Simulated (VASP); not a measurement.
# GaN (P6_3mc) in VASP: single point with PBE

Aim: the single point of GaN with PBE.

Everything below comes from runs of VASP 6.6.1. Logs are shortened: lines on timing, memory, paths and dates and some standing lists are left out, and cuts for length are marked.

### 1 The cell of the first run

Symmetry: P6_3mc, No. 186, hexagonal system. Conventional cell: a = 3.130 Å, b = 3.130 Å, c = 5.421 Å, α = 90.00°, β = 90.00°, γ = 120.00°. Within 2.6 Å of Ga (site symmetry 3m) lie 4 N at 1.93 to 2.04 Å. N (site symmetry 3m) has 4 Ga at 1.93 to 2.04 Å within 2.6 Å.

### 2 Single point, PBE

Contents of INCAR:

```
ALGO = Normal
EDIFF = 1E-6
ENCUT = 600
GGA = PE
GGA_COMPAT = F
ISIF = 2
ISMEAR = 0
LASPH = T
LCHARG = F
LREAL = F
LWAVE = F
NBANDS = 26
NELM = 120
PREC = Accurate
SIGMA = 0.02
```

Contents of KPOINTS:

```
k-points
0
Gamma
  9 9 5
```

Contents of POSCAR:

```
GaN
1.0
    3.1302084195      0.0000000000      0.0000000000
   -1.5651042098      2.7108400104      0.0000000000
    0.0000000000      0.0000000000      5.4208725144
Ga N
2 2
Direct
    0.3333333333      0.6666666667      0.4991348587
    0.6666666667      0.3333333333      0.9991348587
    0.3333333333      0.6666666667      0.8758651413
    0.6666666667      0.3333333333      0.3758651413
```

Potentials or basis: VASP PAW PBE potentials, release 64 (Ga_d, N).

Run with:

```
$ cat potpaw_PBE.64/Ga_d/POTCAR potpaw_PBE.64/N/POTCAR > POTCAR
$ mpirun -np 1 vasp_std > vasp.out
```

OUTCAR:

```text
EDIFF = 1E-6
   ENCUT = 600
   GGA = PE
   ISIF = 2
   ISMEAR = 0
   LASPH = T
   LREAL = F
   NELM = 120
   PREC = Accurate

 ion  position               nearest neighbor table
   1  0.333  0.667  0.499-   4 1.93   4 1.93   4 1.93   3 2.04
   2  0.667  0.333  0.999-   3 1.93   3 1.93   3 1.93   4 2.04
   3  0.333  0.667  0.876-   2 1.93   2 1.93   2 1.93   1 2.04
   4  0.667  0.333  0.376-   1 1.93   1 1.93   1 1.93   2 2.04

  LATTYP: Found a hexagonal cell.
 ALAT       =     3.1302084195
 C/A-ratio  =     1.7317928355

  Lattice vectors:

 A1 = (   3.1302084195,   0.0000000000,   0.0000000000)
 A2 = (  -1.5651042098,   2.7108400104,   0.0000000000)
 A3 = (   0.0000000000,   0.0000000000,   5.4208725144)

Analysis of symmetry for initial positions (statically):
=====================================================================
 Subroutine PRICEL returns:
 Original cell was already a primitive cell.

 Routine SETGRP: Setting up the symmetry group for a
 hexagonal supercell.

 Subroutine GETGRP returns: Found 12 space group operations
 (whereof  6 operations were pure point group operations)
 out of a pool of 24 trial point group operations.

The static configuration has the point symmetry C_3v.
 The point group associated with its full space group is C_6v.

Analysis of symmetry for dynamics (positions and initial velocities):
=====================================================================
 Subroutine PRICEL returns:
 Original cell was already a primitive cell.

 Routine SETGRP: Setting up the symmetry group for a
 hexagonal supercell.

 Subroutine GETGRP returns: Found 12 space group operations
 (whereof  6 operations were pure point group operations)
 out of a pool of 24 trial point group operations.

The dynamic configuration has the point symmetry C_3v.
 The point group associated with its full space group is C_6v.

 Subroutine INISYM returns: Found 12 space group operations
 (whereof  6 operations are pure point group operations),
 and found     1 'primitive' translations

----------------------------------------------------------------------------------------

                                     Primitive cell

  volume of cell :      45.9988

  direct lattice vectors                    reciprocal lattice vectors
     3.130208420  0.000000000  0.000000000     0.319467545  0.184444673  0.000000000
    -1.565104210  2.710840010  0.000000000     0.000000000  0.368889347  0.000000000
     0.000000000  0.000000000  5.420872514     0.000000000  0.000000000  0.184472149

  length of vectors
     3.130208420  3.130208420  5.420872514     0.368889347  0.368889347  0.184472149

  position of ions in fractional coordinates (direct lattice)
     0.333333333  0.666666667  0.499134859
     0.666666667  0.333333333  0.999134859
     0.333333333  0.666666667  0.875865141
     0.666666667  0.333333333  0.375865141

  ion indices of the primitive-cell ions
   primitive index   ion index
                 1           1
                 2           2
                 3           3
                 4           4

----------------------------------------------------------------------------------------

 KPOINTS: k-points

Automatic generation of k-mesh.
 Grid dimensions read from file:
 generate k-points for:    9    9    5

 Generating k-lattice:

  Cartesian coordinates                     Fractional coordinates (reciprocal lattice)
     0.035496394  0.020493853  0.000000000     0.111111111 -0.000000000  0.000000000
     0.000000000  0.040987705  0.000000000     0.000000000  0.111111111  0.000000000
     0.000000000  0.000000000  0.036894430     0.000000000  0.000000000  0.200000000

  Length of vectors
     0.040987705  0.040987705  0.036894430

  Shift w.r.t. Gamma in fractional coordinates (k-lattice)
     0.000000000  0.000000000  0.000000000

 Subroutine IBZKPT returns following result:
 ===========================================

 Found     36 irreducible k-points:

 Following reciprocal coordinates:
            Coordinates               Weight
  0.000000  0.000000  0.000000      1.000000
  0.111111  0.000000  0.000000      6.000000
  0.222222  0.000000  0.000000      6.000000
  0.333333  0.000000  0.000000      6.000000
  0.444444  0.000000  0.000000      6.000000
  0.111111  0.111111  0.000000      6.000000
[... 16 lines left out ...]
  0.333333  0.222222  0.200000     24.000000
  0.333333  0.333333  0.200000      4.000000
 [... further k-points ...]
   k-points           NKPTS =     36   k-points in BZ     NKDIM =     36   number of bands    NBANDS=     26
   number of dos      NEDOS =    301   number of ions     NIONS =      4
   total plane-waves  NPLWV =  37632
   dimension x,y,z NGX =    28 NGY =   28 NGZ =   48
   dimension x,y,z NGXF=    56 NGYF=   56 NGZF=   96
   ions per type =               2   2
   NGX,Y,Z   is equivalent  to a cutoff of  14.87, 14.87, 14.72 a.u.
   NGXF,Y,Z  is equivalent  to a cutoff of  29.74, 29.74, 29.44 a.u.
 SYSTEM =  unknown system
   PREC   = accura    normal or accurate (medium, high low for compatibility)
   ISTART =      0    job   : 0-new  1-cont  2-samecut
   ICHARG =      2    charge: 1-file 2-atom 10-const
   ISPIN  =      1    spin polarized calculation?
   LNONCOLLINEAR =      F non collinear calculations
   LSORBIT =      F    spin-orbit coupling
   LASPH  =      T    aspherical Exc in radial PAW
   ENCUT  =  600.0 eV  44.10 Ry    6.64 a.u.   6.25  6.25 10.83*2*pi/ulx,y,z
   NELM   =    120;   NELMIN=  2; NELMDL= -5     # of ELM steps
   EDIFF  = 0.1E-05   stopping-criterion for ELM
   LREAL  =      F    real-space projection
   EDIFFG = 0.1E-04   stopping-criterion for IOM
   NSW    =      0    number of steps for IOM
   IBRION =     -1    ionic relax: 0-MD 1-quasi-New 2-CG
   NFREE  =      0    steps in history (QN), initial steepest desc. (CG)
   ISIF   =      2    stress and relaxation
   ISYM   =      2    0-nonsym 1-usesym 2-fastsym
   POTIM  = 0.5000    time-step for ionic-motion
   TEBEG  =    0.0;   TEEND  =   0.0 temperature during run
   PSTRESS=    0.0 pullay stress
   NELECT =      36.0000    total number of electrons
   NUPDOWN=      -1.0000    fix difference up-down
   EMIN   =  10.00;   EMAX   =-10.00  energy-range for DOS
   EFERMI =   0.00;   METHOD = LEGACY
   ISMEAR =     0;   SIGMA  =   0.02  broadening in eV -4-tet -1-fermi 0-gaus
   EFERMI_NEDOS =   21; number of points for ismear=-14 and -15
   IALGO  =     38    algorithm
   IMIX   =      4    mixing-type and parameters
     AMIX     =   0.40;   BMIX     =  1.00
     AMIX_MAG =   1.60;   BMIX_MAG =  1.00
  volume/ion in A,a.u.               =      11.50        77.60
  Fermi-wavevector in a.u.,A,eV,Ry     =   1.508668  2.850968 30.967919  2.276078
  Thomas-Fermi vector in A             =   2.619092
   LORBIT       =      0    0 simple, 1 ext, 2 COOP (PROOUT), +10 PAW based schemes
   GGA     = PE    functional components
   LHFCALC =     F    Hartree Fock is set to
   AEXX    =    0.0000 exact exchange contribution
   IVDW    =     0    specifies the selected vdW correction
   LEPSILON=     F    determine dielectric tensor
   LRPA    =     F    only Hartree local field effects (RPA)
 non-spin polarized calculation
 Gauss-broadening in eV      SIGMA  =   0.02
  energy-cutoff  :      600.00
  volume of cell :       46.00
 maximum number of plane-waves:      1581
 NGX is ok and might be reduce to    28
   NGX = 13   NGY = 13   NGZ = 21

 number of electron      36.0000002 magnetization

 Free energy of the ion-electron system (eV)
  ---------------------------------------------------
  ext. energy  EPLUGINS =         0.00000000
  ---------------------------------------------------
  free energy    TOTEN  =       -24.18815286 eV

  energy without entropy =      -24.18815286  energy(sigma->0) =      -24.18815286

 E-fermi :   5.4247     XC(G=0): -11.6351

 val. band max:        5.3224056456   @ k =   0.0000   0.0000   0.0000
 cond. band min:       6.9441573945   @ k =   0.0000   0.0000   0.0000
 fundamental gap:      1.6217517489
 Fermi energy:         5.4246783921

 k-point     1 :       0.0000    0.0000    0.0000
  band No.  band energies     occupation
      1     -10.7022      2.00000
      2      -9.8655      2.00000
      3      -8.1995      2.00000
      4      -8.1995      2.00000
      5      -8.1924      2.00000
      6      -8.1509      2.00000
[... 18 lines left out ...]
     25      17.2299      0.00000
     26      17.2299      0.00000

 k-point     2 :       0.1111    0.0000    0.0000
  band No.  band energies     occupation
      1     -10.5768      2.00000
      2      -9.8248      2.00000
      3      -8.1965      2.00000
      4      -8.1790      2.00000
      5      -8.1418      2.00000
      6      -8.1348      2.00000
[... 18 lines left out ...]
     25      16.5286      0.00000
     26      17.4772      0.00000

 k-point     3 :       0.2222    0.0000    0.0000
  band No.  band energies     occupation
      1     -10.2683      2.00000
      2      -9.7401      2.00000
      3      -8.1601      2.00000
      4      -8.1363      2.00000
      5      -8.0761      2.00000
      6      -8.0595      2.00000
[... 18 lines left out ...]
     25      16.6539      0.00000
     26      17.4242      0.00000

 k-point     4 :       0.3333    0.0000    0.0000
  band No.  band energies     occupation
      1      -9.9642      2.00000
      2      -9.6740      2.00000
      3      -8.1392      2.00000
      4      -8.1096      2.00000
      5      -8.0171      2.00000
      6      -7.9903      2.00000
[... 18 lines left out ...]
     25      17.0092      0.00000
     26      17.7770      0.00000

 k-point     5 :       0.4444    0.0000    0.0000
  band No.  band energies     occupation
      1      -9.8131      2.00000
      2      -9.6455      2.00000
      3      -8.1431      2.00000
      4      -8.1042      2.00000
      5      -7.9996      2.00000
      6      -7.9969      2.00000
[... 18 lines left out ...]
     25      17.3200      0.00000
     26      18.3194      0.00000

 k-point     6 :       0.1111    0.1111    0.0000
  band No.  band energies     occupation
      1     -10.3592      2.00000
      2      -9.7629      2.00000
      3      -8.1670      2.00000
      4      -8.1518      2.00000
      5      -8.1056      2.00000
      6      -8.0846      2.00000
[... 427 lines left out ...]
 k-point    21 :       0.4444    0.1111    0.2000
  band No.  band energies     occupation
      1      -9.7496      2.00000
      2      -9.6442      2.00000
      3      -8.1380      2.00000
      4      -8.0975      2.00000
      5      -8.0366      2.00000
      6      -7.9703      2.00000
[... 18 lines left out ...]
     25      17.2809      0.00000
     26      18.6901      0.00000

 k-point    22 :       0.2222    0.2222    0.2000
  band No.  band energies     occupation
      1      -9.8157      2.00000
      2      -9.6611      2.00000
      3      -8.1371      2.00000
      4      -8.0783      2.00000
      5      -8.0256      2.00000
      6      -8.0136      2.00000
[... 18 lines left out ...]
     25      16.5204      0.00000
     26      18.6462      0.00000

 k-point    23 :       0.3333    0.2222    0.2000
  band No.  band energies     occupation
      1      -9.7151      2.00000
      2      -9.6443      2.00000
      3      -8.1503      2.00000
      4      -8.0580      2.00000
      5      -8.0118      2.00000
      6      -7.9871      2.00000
[... 18 lines left out ...]
     25      17.5472      0.00000
     26      18.5691      0.00000

 k-point    24 :       0.3333    0.3333    0.2000
  band No.  band energies     occupation
      1      -9.6602      2.00000
      2      -9.6602      2.00000
      3      -8.1622      2.00000
      4      -8.0103      2.00000
      5      -8.0103      2.00000
      6      -7.9885      2.00000
[... 18 lines left out ...]
     25      18.4581      0.00000
     26      18.5093      0.00000

 [... further k-points ...]
[... 5 lines left out ...]
  --------------------------------------------------------------------------------------
  -------------------------------------------------------------------------------------
  Total        3.5096947      3.5096947     -2.7055257     -0.0000000      0.0000000      0.0000000
  in kB      122.2456997    122.2456997    -94.2357977     -0.0000000      0.0000000      0.0000000
  external PRESSURE =      50.0852006 kB  Pullay stress =       0.0000000 kB

 VOLUME and BASIS-vectors are now :
 -----------------------------------------------------------------------------
  energy-cutoff  :      600.00
  volume of cell :       46.00
      direct lattice vectors                 reciprocal lattice vectors
     3.130208420  0.000000000  0.000000000     0.319467545  0.184444673  0.000000000
    -1.565104210  2.710840010  0.000000000     0.000000000  0.368889347  0.000000000
     0.000000000  0.000000000  5.420872514     0.000000000  0.000000000  0.184472149

 POSITION                                       TOTAL-FORCE (eV/Angst)
 -----------------------------------------------------------------------------------
     -0.00000      1.80723      2.70575         0.000000      0.000000      0.453096
      1.56510      0.90361      5.41618         0.000000      0.000000      0.453096
     -0.00000      1.80723      4.74795         0.000000      0.000000     -0.453096
      1.56510      0.90361      2.03752        -0.000000     -0.000000     -0.453096
 -----------------------------------------------------------------------------------
    total drift:                               -0.000000     -0.000000      0.000652

  FREE ENERGIE OF THE ION-ELECTRON SYSTEM (eV)
  ---------------------------------------------------
  free  energy   TOTEN  =       -24.1881528617 eV

  energy  without entropy=      -24.1881528617  energy(sigma->0) =      -24.18815286
```

Run time: 1.7 min. Hardware: 1 thread of Intel Xeon 8259CL, shared host; peak memory 0.2 GiB.

Results:

```
Free energy            : -24.1882 eV
Pressure               : 5.0 GPa
Largest force          : 0.453 eV/Å
Band gap on the k mesh : 1.62 eV, direct
```

Forces in eV/Å, atoms in the order of the input:
```
Ga   0.000  0.000  0.453
Ga   0.000  0.000  0.453
N    0.000  0.000 -0.453
N    0.000  0.000 -0.453
```

Stress tensor (GPa, compression positive):
```
12.22  0.00  0.00
 0.00 12.22  0.00
 0.00  0.00 -9.42
```
